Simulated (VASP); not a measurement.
# B3As2N (P3m1) in VASP: further runs

B3As2N is run at these levels: PBE; tasks: single point.

Everything below comes from runs of VASP 6.6.1. Logs are shortened: lines on timing, memory, paths and dates and some standing lists are left out, and cuts for length are marked.

### 1 The cell of the first run

The structure is trigonal, space group P3m1 (No. 156). Conventional cell: a = 3.172 Å, b = 3.172 Å, c = 7.694 Å, α = 90.00°, β = 90.00°, γ = 120.00°. N (site symmetry 3m) has 4 B at 1.56 to 1.90 Å within 2.1 Å. Within 2.6 Å of As (site symmetry 3m) lie 4 B at 1.98 to 2.04 Å. Within 2.6 Å of As (site symmetry 3m) lie 4 B at 1.99 to 2.05 Å. B (site symmetry 3m) has 3 N at 1.90 Å and 1 As at 2.04 Å within 2.5 Å. Within 2.6 Å of B (site symmetry 3m) lie 4 As at 1.98 to 2.05 Å. B (site symmetry 3m) has 1 N at 1.56 Å and 3 As at 1.99 Å within 2.1 Å.

### 2 Single point, PBE, non-collinear spin, zero start, spin-orbit coupling

Contents of INCAR:

```
SYSTEM = B3As2N
PREC = Accurate ; ENCUT = 520
EDIFF = 1E-6 ; ISMEAR = -1
SIGMA = 0.02 ; LREAL = .FALSE.
LASPH = .TRUE. ; NELM = 150
ALGO = Normal ; ISIF = 2
LWAVE = .FALSE. ; LCHARG = .FALSE.
MAGMOM = 0 0 0 0 0 0 0 0 0 0 0 0 0 0 0 0 0 0 ; LORBIT = 11
LSORBIT = .TRUE. ; GGA_COMPAT = .FALSE.
LORBMOM = .TRUE. ; GGA = PE
NBANDS = 40
```

Contents of KPOINTS:

```
Automatic mesh
0
G
  12 12 4
  0 0 0
```

Contents of POSCAR:

```
B3As2N
1.0
    3.1723317745      0.0000000000      0.0000000000
   -1.5861658872      2.7473199060      0.0000000000
    0.0000000000      0.0000000000      7.6938075173
N As B
1 2 3
Direct
    0.0000000000      0.0000000000     -0.0110000701
    0.3333333333      0.6666666667      0.3204996470
    0.6666666667      0.3333333333      0.6829839771
    0.3333333333      0.6666666667      0.0549325032
    0.6666666667      0.3333333333      0.4168232182
    0.0000000000      0.0000000000      0.7857607246
```

Potentials or basis: VASP PAW PBE potentials, release 64 (N, As, B).

Started as:

```
cat potpaw_PBE.64/N/POTCAR potpaw_PBE.64/As/POTCAR potpaw_PBE.64/B/POTCAR > POTCAR
mpirun -np 1 vasp_ncl > vasp.out
```

OUTCAR:

```text
SYSTEM = B3As2N
   PREC = Accurate
   ENCUT = 520
   EDIFF = 1E-6
   ISMEAR = -1
   LREAL = .FALSE.
   LASPH = .TRUE.
   NELM = 150
   ISIF = 2
   LORBIT = 11
   LSORBIT = .TRUE.
   GGA = PE

 ion  position               nearest neighbor table
   1  0.000  0.000  0.989-   6 1.56   4 1.90   4 1.90   4 1.90
   2  0.333  0.667  0.320-   5 1.98   5 1.98   5 1.98   4 2.04
   3  0.667  0.333  0.683-   6 1.99   6 1.99   6 1.99   5 2.05
   4  0.333  0.667  0.055-   1 1.90   1 1.90   1 1.90   2 2.04
   5  0.667  0.333  0.417-   2 1.98   2 1.98   2 1.98   3 2.05
   6  0.000  0.000  0.786-   1 1.56   3 1.99   3 1.99   3 1.99

  LATTYP: Found a hexagonal cell.
 ALAT       =     3.1723317745
 C/A-ratio  =     2.4252846374

  Lattice vectors:

 A1 = (   3.1723317745,   0.0000000000,   0.0000000000)
 A2 = (  -1.5861658872,   2.7473199060,   0.0000000000)
 A3 = (   0.0000000000,   0.0000000000,   7.6938075173)

Analysis of symmetry for initial positions (statically):
=====================================================================
 Subroutine PRICEL returns:
 Original cell was already a primitive cell.

 Routine SETGRP: Setting up the symmetry group for a
 hexagonal supercell.

 Subroutine GETGRP returns: Found  6 space group operations
 (whereof  6 operations were pure point group operations)
 out of a pool of 24 trial point group operations.

The static configuration has the point symmetry C_3v.

Analysis of symmetry for dynamics (positions and initial velocities):
=====================================================================
 Subroutine PRICEL returns:
 Original cell was already a primitive cell.

 Routine SETGRP: Setting up the symmetry group for a
 hexagonal supercell.

 Subroutine GETGRP returns: Found  6 space group operations
 (whereof  6 operations were pure point group operations)
 out of a pool of 24 trial point group operations.

The dynamic configuration has the point symmetry C_3v.

Analysis of structural, dynamic, and magnetic symmetry:
=====================================================================
 Subroutine PRICEL returns:
 Original cell was already a primitive cell.

 Routine SETGRP: Setting up the symmetry group for a
 hexagonal supercell.

 Subroutine GETGRP returns: Found  6 space group operations
 (whereof  6 operations were pure point group operations)
 out of a pool of 24 trial point group operations.

The overall configuration has the point symmetry C_3v.

 Subroutine INISYM returns: Found  6 space group operations
 (whereof  6 operations are pure point group operations),
 and found     1 'primitive' translations

----------------------------------------------------------------------------------------

                                     Primitive cell

  volume of cell :      67.0547

  direct lattice vectors                    reciprocal lattice vectors
     3.172331774  0.000000000  0.000000000     0.315225541  0.181995551  0.000000000
    -1.586165887  2.747319906  0.000000000     0.000000000  0.363991102  0.000000000
     0.000000000  0.000000000  7.693807517     0.000000000  0.000000000  0.129974658

  length of vectors
     3.172331774  3.172331775  7.693807517     0.363991102  0.363991102  0.129974658

  position of ions in fractional coordinates (direct lattice)
     0.000000000  0.000000000  0.988999930
     0.333333333  0.666666667  0.320499647
     0.666666667  0.333333333  0.682983977
     0.333333333  0.666666667  0.054932503
     0.666666667  0.333333333  0.416823218
     0.000000000  0.000000000  0.785760725

  ion indices of the primitive-cell ions
   primitive index   ion index
                 1           1
                 2           2
                 3           3
                 4           4
                 5           5
                 6           6

----------------------------------------------------------------------------------------

 KPOINTS: Automatic mesh

Automatic generation of k-mesh.
[... 131 lines left out ...]
      5      -7.6858      1.00000
      6      -7.6858      1.00000
[... 925 lines left out ...]
     35      12.5331      0.00000
     36      12.5626      0.00000

 [... further k-points ...]

 [bands above 36 left out]

------------------------ aborting loop because EDIFF is reached ----------------------------------------

  FORCE on cell =-STRESS in cart. coord.  units (eV):
  Direction    XX          YY          ZZ          XY          YZ          ZX
  --------------------------------------------------------------------------------------
  -------------------------------------------------------------------------------------
  Total        1.3021181      1.3021181      1.5149788      0.0000000     -0.0000000     -0.0000000
  in kB       31.1122768     31.1122768     36.1982850      0.0000000     -0.0000000     -0.0000000
  external PRESSURE =      32.8076128 kB  Pullay stress =       0.0000000 kB

 VOLUME and BASIS-vectors are now :
 -----------------------------------------------------------------------------
  energy-cutoff  :      520.00
  volume of cell :       67.05
      direct lattice vectors                 reciprocal lattice vectors
     3.172331774  0.000000000  0.000000000     0.315225541  0.181995551  0.000000000
    -1.586165887  2.747319906  0.000000000     0.000000000  0.363991102  0.000000000
     0.000000000  0.000000000  7.693807517     0.000000000  0.000000000  0.129974658

 POSITION                                       TOTAL-FORCE (eV/Angst)
 -----------------------------------------------------------------------------------
      0.00000      0.00000      7.60918        -0.000000      0.000000      0.103374
     -0.00000      1.83155      2.46586         0.000000      0.000000     -0.077123
      1.58617      0.91577      5.25475        -0.000000      0.000000     -0.096518
     -0.00000      1.83155      0.42264        -0.000000      0.000000     -0.199348
      1.58617      0.91577      3.20696         0.000000     -0.000000      0.097629
      0.00000      0.00000      6.04549        -0.000000     -0.000000      0.171985
 -----------------------------------------------------------------------------------
    total drift:                               -0.000000      0.000000     -0.000107

  FREE ENERGIE OF THE ION-ELECTRON SYSTEM (eV)
  ---------------------------------------------------
  free  energy   TOTEN  =       -36.6660975097 eV

  energy  without entropy=      -36.6659023840  energy(sigma->0) =      -36.66599995

 orbital moment (x)

 # of ion     p       d       tot
 ----------------------------------------
  1        -0.000   0.000  -0.000
  2        -0.000   0.000   0.000
  3        -0.000  -0.000  -0.000
  4         0.000   0.000   0.000
  5         0.000   0.000   0.000
  6         0.000   0.000   0.000
 ----------------------------------------
            0.000  -0.000   0.000

 orbital moment (y)

 # of ion     p       d       tot
 ----------------------------------------
  1         0.000   0.000   0.000
  2        -0.000   0.000  -0.000
  3        -0.000  -0.000  -0.000
  4        -0.000   0.000  -0.000
  5        -0.000   0.000  -0.000
  6         0.000   0.000   0.000
 ----------------------------------------
           -0.000   0.000  -0.000

 orbital moment (z)

 # of ion     p       d       tot
 ----------------------------------------
  1         0.000   0.000   0.000
  2         0.000   0.000   0.000
  3         0.000   0.000   0.000
  4        -0.000   0.000  -0.000
  5         0.000   0.000   0.000
  6         0.000   0.000   0.000
 ----------------------------------------
            0.000   0.000   0.000

 Spin-Orbit-Coupling matrix elements

 Ion:    1  E_soc:     -0.0000588
 l=   1
     0.0000000    -0.0000096    -0.0000102
    -0.0000096     0.0000000    -0.0000096
    -0.0000102    -0.0000096     0.0000000
 l=   2
     0.0000000     0.0000000     0.0000000     0.0000000     0.0000000
     0.0000000     0.0000000     0.0000000     0.0000000     0.0000000
     0.0000000     0.0000000     0.0000000     0.0000000     0.0000000
     0.0000000     0.0000000     0.0000000     0.0000000     0.0000000
     0.0000000     0.0000000     0.0000000     0.0000000     0.0000000
 l=   3
     0.0000000     0.0000000     0.0000000     0.0000000     0.0000000     0.0000000     0.0000000
     0.0000000     0.0000000     0.0000000     0.0000000     0.0000000     0.0000000     0.0000000
     0.0000000     0.0000000     0.0000000     0.0000000     0.0000000     0.0000000     0.0000000
     0.0000000     0.0000000     0.0000000     0.0000000     0.0000000     0.0000000     0.0000000
[... 89 lines left out ...]
 l=   2
     0.0000000     0.0000000     0.0000000     0.0000000     0.0000000
     0.0000000     0.0000000     0.0000000     0.0000000     0.0000000
     0.0000000     0.0000000     0.0000000     0.0000000     0.0000000
     0.0000000     0.0000000     0.0000000     0.0000000     0.0000000
     0.0000000     0.0000000     0.0000000     0.0000000     0.0000000
 l=   3
     0.0000000     0.0000000     0.0000000     0.0000000     0.0000000     0.0000000     0.0000000
     0.0000000     0.0000000     0.0000000     0.0000000     0.0000000     0.0000000     0.0000000
     0.0000000     0.0000000     0.0000000     0.0000000     0.0000000     0.0000000     0.0000000
     0.0000000     0.0000000     0.0000000     0.0000000     0.0000000     0.0000000     0.0000000
     0.0000000     0.0000000     0.0000000     0.0000000     0.0000000     0.0000000     0.0000000
     0.0000000     0.0000000     0.0000000     0.0000000     0.0000000     0.0000000     0.0000000
     0.0000000     0.0000000     0.0000000     0.0000000     0.0000000     0.0000000     0.0000000

 total charge

# of ion       s       p       d       tot
------------------------------------------
    1        1.221   2.394   0.000   3.615
    2        1.173   1.777   0.110   3.061
    3        1.178   1.778   0.101   3.057
    4        0.615   0.897   0.000   1.512
    5        0.677   1.304   0.000   1.981
    6        0.675   1.318   0.000   1.992
--------------------------------------------------
tot          5.539   9.468   0.211  15.219

 magnetization (x)

# of ion       s       p       d       tot
------------------------------------------
    1        0.000   0.000   0.000   0.000
    2        0.000   0.000   0.000   0.000
    3       -0.000   0.000   0.000  -0.000
    4        0.000   0.000   0.000   0.000
    5        0.000  -0.000   0.000  -0.000
    6        0.000   0.000   0.000   0.000
--------------------------------------------------
tot         -0.000   0.000   0.000  -0.000

 magnetization (y)

# of ion       s       p       d       tot
------------------------------------------
    1        0.000   0.000   0.000   0.000
    2        0.000   0.000   0.000   0.000
    3        0.000   0.000   0.000   0.000
    4        0.000   0.000   0.000   0.000
    5        0.000   0.000   0.000   0.000
    6        0.000   0.000   0.000   0.000
--------------------------------------------------
tot          0.000   0.000   0.000   0.000

 magnetization (z)

# of ion       s       p       d       tot
------------------------------------------
    1        0.000  -0.000   0.000   0.000
    2        0.000   0.000   0.000   0.000
    3       -0.000   0.000   0.000   0.000
    4        0.000   0.000   0.000   0.000
    5        0.000   0.000   0.000   0.000
    6       -0.000   0.000   0.000  -0.000
--------------------------------------------------
tot         -0.000   0.000   0.000   0.000
```

Run time: 7.7 min. Hardware: 1 thread of AMD EPYC 9R45 (Zen 5), shared host; peak memory 0.6 GiB.

What came out:

| Property | Result |
| --- | --- |
| Free energy | -36.6661 eV |
| Pressure | 3.3 GPa |
| Largest force | 0.199 eV/Å |
| Net moment | 0.00 μB per cell |
| Valence electrons inside the program's atomic spheres | N 3.62; As 3.06; B 1.51, 1.98, 1.99 |

Forces on the atoms (eV/Å):
```
N    0.000  0.000  0.103
As   0.000  0.000 -0.077
As   0.000  0.000 -0.097
B    0.000  0.000 -0.199
B    0.000  0.000  0.098
B    0.000  0.000  0.172
```

Moments on the atoms (μB; x, y, z):
```
N   0.00 0.00 0.00
As  0.00 0.00 0.00
As  0.00 0.00 0.00
B   0.00 0.00 0.00
B   0.00 0.00 0.00
B   0.00 0.00 0.00
```

Caveat: the cell stands under pressure.

(Part 1 of 2 ends here.)
